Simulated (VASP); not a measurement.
HfSeS4: single point with PBE

The system is HfSeS4.

```
CELL_PARAMETERS angstrom
4.81976 0.00000 0.00000
0.00000 4.81976 0.00000
0.00000 0.00000 7.18444
ATOMIC_POSITIONS crystal
Hf 0.00000 0.00000 0.00000
Se 0.50000 0.50000 0.50000
S 0.50000 0.00000 0.00000
S 0.00000 0.50000 0.00000
S 0.00000 0.00000 0.36474
S 0.00000 0.00000 0.63526
```

| Item | Value |
| --- | --- |
| Program | VASP 6.6.1 |
| Task | single point |
| Functional | PBE |
| Potentials or basis | VASP PAW PBE potentials, release 64 (Hf_pv, Se, S) |
| Cutoff | 520 eV |
| k mesh | 8 × 8 × 6 |
| Occupations | gaussian, width 0.1 eV |
| Spin | no spin polarisation |
| Dipole correction | no |
| Further INCAR settings | ALGO = Normal; EDIFF = 1e-06; NBANDS = 29 |

* Pressure: -0.3 GPa
* Largest force: 0.168 eV/Å
* Band gap on the k mesh: zero (band 20 reaches 1.83 eV, above the bottom of band 21 at 1.03 eV)

Forces in eV/Å, atoms in the order of the input:
```
Hf   0.000  0.000  0.000
Se   0.000  0.000  0.000
S    0.000  0.000  0.000
S    0.000  0.000  0.000
S    0.000  0.000  0.168
S    0.000  0.000 -0.168
```

Stress tensor (GPa, compression positive):
```
-0.24  0.00  0.00
 0.00 -0.24  0.00
 0.00  0.00 -0.53
```

Levels at points of the mesh, in eV from the Fermi level:
```tsv
k point	band 17	band 18	band 19	band 20	band 21	band 22	band 23	band 24
(0.00, 0.00, 0.00)	-0.73	-0.19	-0.19	-0.18	0.27	0.27	1.19	2.60
(0.50, 0.00, 0.00)	-1.27	-1.09	-0.85	-0.41	-0.40	0.69	2.64	3.17
(0.50, 0.50, 0.00)	-0.50	0.28	0.28	0.38	0.38	0.74	2.81	4.36
(0.00, 0.00, 0.50)	-0.31	-0.31	0.04	0.04	0.14	0.14	0.32	1.19
(0.50, 0.00, 0.50)	-1.33	-0.87	-0.50	-0.45	-0.03	0.31	0.49	1.47
(0.50, 0.50, 0.50)	-0.68	-0.68	-0.33	0.27	0.27	0.33	0.74	4.14
```

Wall time 5.1 min on 1 thread of Intel Xeon 6975P-C, on a shared host, peak memory 0.43 GiB.

Caveat: spin-orbit coupling is left out, which moves the levels of the heavy elements.
